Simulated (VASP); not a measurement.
Wanted: the native input for a VASP 6.6.1 run.

```yaml
Task: single point
Functional: r2SCAN
Potentials_or_basis: VASP PAW PBE potentials, release 64 (Na_pv, I)
Cutoff: 520 eV
k_mesh: 8 × 8 × 8
Occupations: gaussian, width 0.01 eV
Spin: no spin polarisation
Dipole_correction: no
Further_INCAR_settings: ALGO = Normal; EDIFF = 1e-06; NBANDS = 14
```

Crystal: NaI.

```
Na I
1.0
     0.00000    3.18677    3.18677
     3.18677    0.00000    3.18677
     3.18677    3.18677    0.00000
Na I
1 1
Direct
  0.00000 0.00000 0.00000
  0.50000 0.50000 0.50000
```

This cell differs from its parent crystal: strain -1.3%.

These files were run (other wordings do the same):

POSCAR

```
NaI
1.0
    0.0000000000      3.1867652621      3.1867652621
    3.1867652621      0.0000000000      3.1867652621
    3.1867652621      3.1867652621      0.0000000000
Na I
1 1
Direct
    0.0000000000      0.0000000000      0.0000000000
    0.5000000000      0.5000000000      0.5000000000
```

INCAR.step1

```
  PREC = Accurate
  ENCUT = 520
  ISMEAR = 0
  SIGMA = 0.01
  LREAL = False
  LASPH = True
  NELM = 60
  NBANDS = 14
  GGA = PE
  ALGO = Normal
  EDIFF = 1E-4
  LWAVE = True
  LCHARG = False
```

INCAR.step2

```
  PREC = Accurate
  ENCUT = 520
  EDIFF = 1E-6
  ISMEAR = 0
  SIGMA = 0.01
  LREAL = False
  LASPH = True
  NELM = 60
  ALGO = Normal
  ISIF = 2
  LWAVE = False
  LCHARG = True
  METAGGA = R2SCAN
  LMIXTAU = True
  LELF = True
  LVHAR = True
  NBANDS = 14
  ISTART = 1
```

KPOINTS

```
Automatic mesh
0
Gamma
  8 8 8
```

Potentials or basis: VASP PAW PBE potentials, release 64 (Na_pv, I).

The run is started by

```bash
$ cat potpaw_PBE.64/Na_pv/POTCAR potpaw_PBE.64/I/POTCAR > POTCAR
$ cp INCAR.step1 INCAR
$ mpirun -np 1 vasp_std > vasp.out
$ cp INCAR.step2 INCAR
$ mpirun -np 1 vasp_std > vasp.out
```

Results of the run:

```json
{
  "Pressure": "0.7 GPa",
  "Band gap on the k mesh": "4.59 eV, direct"
}
```

Caveat: the cell differs from its parent crystal (strain -1.3%); the PAW data sets were made with another functional, which shifts forces and pressure a little; spin-orbit coupling is left out, which moves the levels of the heavy elements.

It took 110 s on 1 thread of AMD EPYC 7R13 Processor (Zen 3) (shared host), peak memory 0.19 GiB.
